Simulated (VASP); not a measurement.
# Co (P6_3/mmc) in VASP: a series of runs

Aim: see how the results for Co move with the level of theory and the settings. Levels: RPBE+D3(BJ), BLYP+D3(BJ), PBE. Tasks: single point.

Everything below comes from runs of VASP 6.6.1. Logs are shortened: lines on timing, memory, paths and dates and some standing lists are left out, and cuts for length are marked.

## 1. The cell of the first run

Symmetry: P6_3/mmc, No. 194, hexagonal system. Conventional cell: a = 2.519 Å, b = 2.519 Å, c = 8.247 Å, α = 90.00°, β = 90.00°, γ = 120.00°. Co (site symmetry -6m2) has 12 Co at 2.52 Å within 3.3 Å. Within 3.3 Å of Co (site symmetry -3m) lie 12 Co at 2.52 Å.

## 2. Single point, RPBE+D3(BJ), collinear spin, ferromagnetic start

Contents of INCAR:

```
PREC = Accurate ; ENCUT = 520
EDIFF = 1E-7 ; ISMEAR = -1
SIGMA = 0.05 ; LREAL = False
LASPH = True ; NELM = 150
ALGO = Normal ; ISIF = 2
LWAVE = False ; LCHARG = False
ISPIN = 2 ; MAGMOM = 2 2 2 2
LORBIT = 11 ; LMAXMIX = 4
GGA = RP ; IVDW = 12
NBANDS = 30
```

Contents of KPOINTS:

```
Automatic mesh
0
Gamma
  12 12 4
```

Contents of POSCAR:

```
Co
1.0
    2.5190164704      0.0000000000      0.0000000000
   -1.2595082352      2.1815322559      0.0000000000
    0.0000000000      0.0000000000      8.2468668932
Co
4
Direct
    0.6666666667      0.3333333333      0.7500000000
    0.0000000000      0.0000000000      0.5000000000
    0.3333333333      0.6666666667      0.2500000000
    0.0000000000      0.0000000000      0.0000000000
```

Potentials or basis: VASP PAW PBE potentials, release 64 (Co).

On the command line:

```sh
> cat potpaw_PBE.64/Co/POTCAR > POTCAR
> mpirun -np 1 vasp_std > vasp.out
```

OUTCAR:

```text
PREC = Accurate
   ENCUT = 520
   EDIFF = 1E-7
   ISMEAR = -1
   LREAL = False
   LASPH = True
   NELM = 150
   ISIF = 2
   ISPIN = 2
   LORBIT = 11
   GGA = RP
   IVDW = 12
 IVDW          = 12

 ion  position               nearest neighbor table
   1  0.667  0.333  0.750-   2 2.52   4 2.52   2 2.52   4 2.52   2 2.52   4 2.52
   2  0.000  0.000  0.500-   1 2.52   3 2.52   3 2.52   1 2.52   1 2.52   3 2.52
   3  0.333  0.667  0.250-   2 2.52   4 2.52   2 2.52   4 2.52   2 2.52   4 2.52
   4  0.000  0.000  0.000-   1 2.52   3 2.52   3 2.52   1 2.52   1 2.52   3 2.52

  LATTYP: Found a hexagonal cell.
 ALAT       =     2.5190164704
 C/A-ratio  =     3.2738439745

  Lattice vectors:

 A1 = (   2.5190164704,   0.0000000000,   0.0000000000)
 A2 = (  -1.2595082352,   2.1815322559,   0.0000000000)
 A3 = (   0.0000000000,   0.0000000000,   8.2468668932)

Analysis of symmetry for initial positions (statically):
=====================================================================
 Subroutine PRICEL returns:
 Original cell was already a primitive cell.

 Routine SETGRP: Setting up the symmetry group for a
 hexagonal supercell.

 Subroutine GETGRP returns: Found 24 space group operations
 (whereof 12 operations were pure point group operations)
 out of a pool of 24 trial point group operations.

The static configuration has the point symmetry D_3d.
 The point group associated with its full space group is D_6h.

Analysis of symmetry for dynamics (positions and initial velocities):
=====================================================================
 Subroutine PRICEL returns:
 Original cell was already a primitive cell.

 Routine SETGRP: Setting up the symmetry group for a
 hexagonal supercell.

 Subroutine GETGRP returns: Found 24 space group operations
 (whereof 12 operations were pure point group operations)
 out of a pool of 24 trial point group operations.

The dynamic configuration has the point symmetry D_3d.
 The point group associated with its full space group is D_6h.

Analysis of structural, dynamic, and magnetic symmetry:
=====================================================================
 Subroutine PRICEL returns:
 Original cell was already a primitive cell.

 Routine SETGRP: Setting up the symmetry group for a
 hexagonal supercell.

 Subroutine GETGRP returns: Found 24 space group operations
 (whereof 12 operations were pure point group operations)
 out of a pool of 24 trial point group operations.

The overall configuration has the point symmetry D_3d.
 The point group associated with its full space group is D_6h.

 Subroutine INISYM returns: Found 24 space group operations
 (whereof 12 operations are pure point group operations),
 and found     1 'primitive' translations

----------------------------------------------------------------------------------------

                                     Primitive cell

  volume of cell :      45.3191

  direct lattice vectors                    reciprocal lattice vectors
     2.519016470  0.000000000  0.000000000     0.396980334  0.229196703  0.000000000
    -1.259508235  2.181532256  0.000000000     0.000000000  0.458393406  0.000000000
     0.000000000  0.000000000  8.246866893     0.000000000  0.000000000  0.121258171

  length of vectors
     2.519016470  2.519016470  8.246866893     0.458393406  0.458393406  0.121258171

  position of ions in fractional coordinates (direct lattice)
     0.666666667  0.333333333  0.750000000
     0.000000000  0.000000000  0.500000000
     0.333333333  0.666666667  0.250000000
     0.000000000  0.000000000  0.000000000

  ion indices of the primitive-cell ions
   primitive index   ion index
                 1           1
                 2           2
                 3           3
                 4           4

----------------------------------------------------------------------------------------

 KPOINTS: Automatic mesh

Automatic generation of k-mesh.
 Grid dimensions read from file:
 generate k-points for:   12   12    4

 Generating k-lattice:

  Cartesian coordinates                     Fractional coordinates (reciprocal lattice)
     0.033081695  0.019099725  0.000000000     0.083333333  0.000000000  0.000000000
     0.000000000  0.038199450  0.000000000     0.000000000  0.083333333  0.000000000
     0.000000000  0.000000000  0.030314543     0.000000000  0.000000000  0.250000000

  Length of vectors
     0.038199450  0.038199450  0.030314543

  Shift w.r.t. Gamma in fractional coordinates (k-lattice)
     0.000000000  0.000000000  0.000000000

 Subroutine IBZKPT returns following result:
 ===========================================

 Found     57 irreducible k-points:

 Following reciprocal coordinates:
            Coordinates               Weight
  0.000000  0.000000  0.000000      1.000000
  0.083333 -0.000000  0.000000      6.000000
  0.166667 -0.000000  0.000000      6.000000
  0.250000  0.000000  0.000000      6.000000
  0.333333  0.000000  0.000000      6.000000
  0.416667  0.000000  0.000000      6.000000
[... 16 lines left out ...]
  0.250000  0.000000  0.250000     12.000000
  0.333333  0.000000  0.250000     12.000000
 [... further k-points ...]
   k-points           NKPTS =     57   k-points in BZ     NKDIM =     57   number of bands    NBANDS=     30
   number of dos      NEDOS =    301   number of ions     NIONS =      4
   total plane-waves  NPLWV =  25600
   dimension x,y,z NGX =    20 NGY =   20 NGZ =   64
   dimension x,y,z NGXF=    40 NGYF=   40 NGZF=  128
   ions per type =               4
   NGX,Y,Z   is equivalent  to a cutoff of  13.20, 13.20, 12.90 a.u.
   NGXF,Y,Z  is equivalent  to a cutoff of  26.40, 26.40, 25.80 a.u.
 SYSTEM =  unknown system
   PREC   = accura    normal or accurate (medium, high low for compatibility)
   ISTART =      0    job   : 0-new  1-cont  2-samecut
   ICHARG =      2    charge: 1-file 2-atom 10-const
   ISPIN  =      2    spin polarized calculation?
   LNONCOLLINEAR =      F non collinear calculations
   LSORBIT =      F    spin-orbit coupling
   LASPH  =      T    aspherical Exc in radial PAW
   ENCUT  =  520.0 eV  38.22 Ry    6.18 a.u.   4.68  4.68 15.33*2*pi/ulx,y,z
   NELM   =    150;   NELMIN=  2; NELMDL= -5     # of ELM steps
   EDIFF  = 0.1E-06   stopping-criterion for ELM
   LREAL  =      F    real-space projection
[... 16 lines left out ...]
   IMIX   =      4    mixing-type and parameters
     AMIX     =   0.40;   BMIX     =  1.00
     AMIX_MAG =   1.60;   BMIX_MAG =  1.00
  volume/ion in A,a.u.               =      11.33        76.46
  Fermi-wavevector in a.u.,A,eV,Ry     =   1.516172  2.865150 31.276765  2.298777
  Thomas-Fermi vector in A             =   2.625597
   LORBIT       =     11    0 simple, 1 ext, 2 COOP (PROOUT), +10 PAW based schemes
   GGA     = RP    functional components
   LHFCALC =     F    Hartree Fock is set to
   AEXX    =    0.0000 exact exchange contribution
   IVDW    =    12    specifies the selected vdW correction
   LEPSILON=     F    determine dielectric tensor
   LRPA    =     F    only Hartree local field effects (RPA)
 spin polarized calculation
  energy-cutoff  :      520.00
  volume of cell :       45.32
 maximum number of plane-waves:      1242
 NGX is ok and might be reduce to    20
   NGX =  9   NGY =  9   NGZ = 31

 number of electron      36.0000022 magnetization       6.7999821

 Free energy of the ion-electron system (eV)
  ---------------------------------------------------
  ext. energy  EPLUGINS =         0.00000000
  ---------------------------------------------------
  free energy    TOTEN  =       -26.05466306 eV

  energy without entropy =      -26.02146564  energy(sigma->0) =      -26.03806435

 E-fermi :   9.8734     XC(G=0): -13.0396

 val. band max:        9.8725162596   @ k =   0.1667  -0.0000   0.2500
 cond. band min:       9.8840929492   @ k =   0.1667   0.0833   0.0000
 fundamental gap:      0.0115766896
 Fermi energy:         9.8734448732

 spin component 1

 k-point     1 :       0.0000    0.0000    0.0000
  band No.  band energies     occupation
      1       1.1613      1.00000
      2       3.2877      1.00000
      3       3.3191      1.00000
      4       4.8398      1.00000
      5       6.8690      1.00000
      6       6.8988      1.00000
[... 22 lines left out ...]
     29      31.9303      0.00000
     30      32.7933      0.00000

 k-point     2 :       0.0833   -0.0000    0.0000
  band No.  band energies     occupation
      1       1.3985      1.00000
      2       3.4911      1.00000
      3       3.5221      1.00000
      4       4.9853      1.00000
      5       6.7253      1.00000
      6       6.8050      1.00000
[... 22 lines left out ...]
     29      30.8375      0.00000
     30      30.8892      0.00000

 k-point     3 :       0.1667   -0.0000    0.0000
  band No.  band energies     occupation
      1       2.0855      1.00000
      2       4.0380      1.00000
      3       4.0680      1.00000
      4       5.3510      1.00000
      5       6.4767      1.00000
      6       6.6071      1.00000
[... 682 lines left out ...]
     29      25.2701      0.00000
     30      27.6276      0.00000

 k-point    24 :       0.3333    0.0000    0.2500
  band No.  band energies     occupation
      1       4.3100      1.00000
      2       4.6976      1.00000
      3       5.1990      1.00000
      4       5.6184      1.00000
      5       5.8825      1.00000
      6       5.9932      1.00000
[... 22 lines left out ...]
     29      24.0097      0.00000
     30      24.8309      0.00000

 [... further k-points ...]

 spin component 2

 k-point     1 :       0.0000    0.0000    0.0000
  band No.  band energies     occupation
      1       1.1140      1.00000
      2       3.3277      1.00000
      3       3.3311      1.00000
      4       5.8001      1.00000
      5       8.2812      1.00000
      6       8.3507      1.00000
[... 22 lines left out ...]
     29      31.5331      0.00000
     30      32.4323      0.00000

 k-point     2 :       0.0833   -0.0000    0.0000
  band No.  band energies     occupation
      1       1.3521      1.00000
      2       3.5373      1.00000
      3       3.5407      1.00000
      4       5.9677      1.00000
      5       8.1682      1.00000
      6       8.3001      1.00000
[... 22 lines left out ...]
     29      30.6878      0.00000
     30      30.8008      0.00000

 k-point     3 :       0.1667   -0.0000    0.0000
  band No.  band energies     occupation
      1       2.0462      1.00000
      2       4.1259      1.00000
      3       4.1291      1.00000
      4       6.4059      1.00000
      5       7.9338      1.00000
      6       8.0708      1.00000
[... 682 lines left out ...]
     29      25.6046      0.00000
     30      27.8690      0.00000

 k-point    24 :       0.3333    0.0000    0.2500
  band No.  band energies     occupation
      1       4.5174      1.00000
      2       5.1820      1.00000
      3       6.1343      1.00000
      4       6.8542      1.00000
      5       7.1551      1.00000
      6       7.3939      1.00000
[... 22 lines left out ...]
     29      24.3397      0.00000
     30      25.1902      0.00000

 [... further k-points ...]

------------------------ aborting loop because EDIFF is reached ----------------------------------------

 Edisp (eV)   -8.11608

 E8    (eV) :    -5.2756

  FORCE on cell =-STRESS in cart. coord.  units (eV):
  Direction    XX          YY          ZZ          XY          YZ          ZX
  --------------------------------------------------------------------------------------
  -------------------------------------------------------------------------------------
  Total      -8.22058    -8.22058    -9.07377    -0.00000     0.00000     0.00000
  in kB    -290.62378  -290.62378  -320.78702    -0.00000     0.00000     0.00000
  external pressure =     -300.68 kB  Pullay stress =        0.00 kB

 VOLUME and BASIS-vectors are now :
 -----------------------------------------------------------------------------
  energy-cutoff  :      520.00
  volume of cell :       45.32
      direct lattice vectors                 reciprocal lattice vectors
     2.519016470  0.000000000  0.000000000     0.396980334  0.229196703  0.000000000
    -1.259508235  2.181532256  0.000000000     0.000000000  0.458393406  0.000000000
     0.000000000  0.000000000  8.246866893     0.000000000  0.000000000  0.121258171

 POSITION                                       TOTAL-FORCE (eV/Angst)
 -----------------------------------------------------------------------------------
      1.25951      0.72718      6.18515        -0.000000      0.000000      0.000000
      0.00000      0.00000      4.12343         0.000000      0.000000     -0.000000
     -0.00000      1.45435      2.06172         0.000000     -0.000000     -0.000000
      0.00000      0.00000      0.00000         0.000000      0.000000     -0.000000
 -----------------------------------------------------------------------------------
    total drift:                                0.000000     -0.000000      0.000000

  FREE ENERGIE OF THE ION-ELECTRON SYSTEM (eV)
  ---------------------------------------------------
  free  energy   TOTEN  =       -34.1707410493 eV

  energy  without entropy=      -34.1375436249  energy(sigma->0) =      -34.15414234

 total charge

# of ion       s       p       d       tot
------------------------------------------
    1        0.475   0.491   7.222   8.188
    2        0.476   0.488   7.230   8.194
    3        0.475   0.491   7.222   8.188
    4        0.476   0.488   7.230   8.194
--------------------------------------------------
tot          1.902   1.958  28.904  32.764

 magnetization (x)

# of ion       s       p       d       tot
------------------------------------------
    1       -0.013  -0.054   1.804   1.737
    2       -0.013  -0.051   1.786   1.722
    3       -0.013  -0.054   1.804   1.737
    4       -0.013  -0.051   1.786   1.722
--------------------------------------------------
tot         -0.051  -0.212   7.180   6.918
```

Wall time 2.8 min (1 thread of Intel Xeon Platinum 8488C (Sapphire Rapids), shared host); peak memory 0.26 GiB.

Results:

```
Free energy                                           : -34.1707 eV
Pressure                                              : -30.1 GPa
Net moment                                            : 6.80 μB per cell
Site moments                                          : Co +1.74, +1.72 (each value once) μB
Valence electrons inside the program's atomic spheres : Co 8.19
Dispersion energy per atom                            : -2.029 eV
```

Caveat: the cell stands under tension; the dispersion term is far too large for a dense solid, which distorts pressure and volume; the PAW data sets were made with another functional, which shifts forces and pressure a little.

(Continued in part 2 of 2.)
